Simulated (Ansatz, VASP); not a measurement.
**NiO: VASP beside Ansatz**

```
Ni O
1.0
     2.68783    0.00000    0.00000
     0.00000    2.68783    0.00000
     0.00000    0.00000    3.23959
Ni O
1 1
Cartesian
  0.0000 0.0000 1.6198
  1.3439 1.3439 1.6198
```

Alike in both runs: functional PBE; k mesh 20 × 20 × 18; occupations gaussian, width 0.1 eV; no spin polarisation.

Ansatz relaxed the structure, and its values are those at the end. VASP's run is a single point on that final structure, the one shown.

|  | VASP | Ansatz |
| --- | --- | --- |
| version | VASP 6.6.1 | Ansatz 0.2.0 |
| potentials or method | VASP PAW PBE potentials, release 64 (Ni, O), cutoff 520 eV | scalar-relativistic, plane waves, PAW |
| valence electrons in the cell | 16 | 24 |

Ansatz gave:

```
gap on the k mesh at the Fermi level (eV) : none
pressure (GPa)                            : 0.0
```

Estimate VASP's values.

gap on the k mesh at the Fermi level (eV): none; pressure (GPa): 0.5.

A gap of «none» marks a metal or a gap that the smearing closes. The functional is the same, so the differences come from potentials, cutoffs and numerics. VASP's potentials hold 16 valence electrons a cell and Ansatz's 24, so a difference there can come from the potentials and not from the codes.
